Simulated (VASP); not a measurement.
Here is a VASP 6.6.1 calculation.

Contents of INCAR:

```
SYSTEM = CoHIO4
ALGO = Normal ; EDIFF = 1E-6
ENCUT = 600 ; GGA = PE
GGA_COMPAT = .False. ; ISIF = 2
ISMEAR = -1 ; ISPIN = 2
ISYM = 0 ; LASPH = .True.
LCHARG = .False. ; LDAU = .True.
LDAUJ = 0 0 0 0 ; LDAUL = -1 2 1 -1
LDAUPRINT = 1 ; LDAUTYPE = 2
LDAUU = 0 5.63 6.92 0 ; LMAXMIX = 4
LORBIT = 11 ; LREAL = .False.
LWAVE = .False. ; MAGMOM = -0.08 -0.08 2.85 2.85 -0.38 -0.38 -0.06 -0.06 -0.72 -0.72 -0.03 -0.03 0 0
NBANDS = 58 ; NELM = 200
PREC = Accurate ; SIGMA = 0.1
```

KPOINTS

```
k-points
0
Gamma
  4 4 3
  0 0 0
```

POSCAR

```
CoHIO4
1.0
    4.6527310800      0.0000000000      0.0000000000
    2.3263655400     -5.5907987900      0.0000000000
    0.0020890800      0.0000000000     -6.2983538100
I Co O H
2 2 8 2
Direct
    0.7709400000      0.3899200000      0.6449000000
    0.1608600000      0.6100800000      0.1449000000
    0.4641000000      0.0024000000      0.8962000000
    0.4665000000      0.9976000000      0.3962000000
    0.7014000000      0.1132000000      0.6455000000
    0.8146000000      0.8868000000      0.1455000000
    0.0416000000      0.3128000000      0.4301000000
    0.3544000000      0.6872000000      0.9301000000
    0.5753000000      0.3174000000      0.4285000000
    0.8927000000      0.6826000000      0.9285000000
    0.2081000000      0.1758000000      0.1468000000
    0.3839000000      0.8242000000      0.6468000000
    0.0350000000      0.3300000000      0.1400000000
    0.3650000000      0.6700000000      0.6400000000
```

Potentials or basis: VASP PAW PBE potentials, release 64 (I, Co, O, H).

Command:

```sh
$ cat potpaw_PBE.64/I/POTCAR potpaw_PBE.64/Co/POTCAR potpaw_PBE.64/O/POTCAR potpaw_PBE.64/H/POTCAR > POTCAR
$ mpirun -np 1 vasp_std > vasp.out
```

Question: Estimate the net moment.

Answer: 6.15 μB per cell.

Question: What does it give for the site moments?

Answer: I -0.21; Co +2.77; O +0.36, -0.09, -0.06 (each value once); H -0.00 μB.

Question: What does it give for the largest force?

Answer: 8.576 eV/Å.

Stress tensor (GPa, compression positive):
```
34.22  0.00 -1.05
 0.00 25.22  0.00
-1.05  0.00 32.60
```

Caveat: the k points lie up to 0.37 Å⁻¹ apart; forces of over 1 eV/Å act on the atoms, so gaps and moduli don't describe the material at rest.
